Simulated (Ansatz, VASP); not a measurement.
# One calculation of SiMo3, two programs

INCAR

```
PREC     = Accurate       # precision mode
ENCUT    = 600            # plane-wave cutoff, eV
EDIFF    = 1E-6           # SCF threshold, eV
ISMEAR   = 0              # smearing method
SIGMA    = 0.1            # smearing width, eV
LREAL    = False          # projectors in reciprocal space
LASPH    = True           # aspherical terms in the spheres
NELM     = 100            # most SCF steps
ALGO     = Normal         # electronic algorithm
ISIF     = 3              # what is computed and relaxed
LWAVE    = False          # write WAVECAR
LCHARG   = False          # write CHGCAR
GGA      = PE             # functional
IBRION   = 2              # ionic algorithm
NSW      = 70             # ionic steps
EDIFFG   = -0.02          # ionic threshold
```

KPOINTS

```
regular mesh
0
Gamma
  8 8 8
```

The input POSCAR:

```
SiMo3
1.0
    4.9127148190      0.0000000000      0.0000000000
    0.0000000000      4.9127148190      0.0000000000
    0.0000000000      0.0000000000      4.9127148190
Si Mo
2 6
Direct
    0.5000000000      0.5000000000      0.5000000000
    0.0000000000      0.0000000000      0.0000000000
    0.0000000000      0.5000000000      0.2500000000
    0.0000000000      0.5000000000      0.7500000000
    0.5000000000      0.7500000000      0.0000000000
    0.5000000000      0.2500000000      0.0000000000
    0.7500000000      0.0000000000      0.5000000000
    0.2500000000      0.0000000000      0.5000000000
```

Input for Ansatz:

```yaml
crystal:
  lattice:
    - [4.912714819, 0.0, 0.0]
    - [0.0, 4.912714819, 0.0]
    - [0.0, 0.0, 4.912714819]
  atoms:
    - { symbol: Si, position: [0.5, 0.5, 0.5] }
    - { symbol: Si, position: [0.0, 0.0, 0.0] }
    - { symbol: Mo, position: [0.0, 0.5, 0.25] }
    - { symbol: Mo, position: [0.0, 0.5, 0.75] }
    - { symbol: Mo, position: [0.5, 0.75, 0.0] }
    - { symbol: Mo, position: [0.5, 0.25, 0.0] }
    - { symbol: Mo, position: [0.75, 0.0, 0.5] }
    - { symbol: Mo, position: [0.25, 0.0, 0.5] }
basis:
  ecutwfc: 420
kpoints:
  mp_grid: { grid: [8, 8, 8] }
hamiltonian:
  xc: pbe
scf:
  occupations: { method: gaussian, width: 0.1 }
output:
  forces: true
  stress: true
  eigenvalues: true
relax:
  adjacent_minimum: "off"
  f_tol: 0.02
  max_steps: 50
  cell: { stress_tol: 0.1 }
```

Alike in both runs: task relaxation of cell and atoms; functional PBE; k mesh 8 × 8 × 8; occupations gaussian, width 0.1 eV; no spin polarisation.

```csv
,VASP,Ansatz
version,VASP 6.6.1,Ansatz 0.2.0
potentials or method,"VASP PAW PBE potentials, release 64 (Si, Mo_sv), cutoff 600 eV","scalar-relativistic, plane waves, PAW"
valence electrons in the cell,92,92
```

Ansatz gave:

- gap on the k mesh at the Fermi level, each at its own relaxed structure (eV): none
- relaxed volume (Å³/atom): 14.76
- relaxed cell length with the largest relative difference (Å): 4.906

Task: Estimate VASP's values.

Result: gap on the k mesh at the Fermi level, each at its own relaxed structure (eV): none; relaxed volume (Å³/atom): 14.79; relaxed cell length with the largest relative difference (Å): 4.909.

A gap of «none» marks a metal or a gap that the smearing closes.
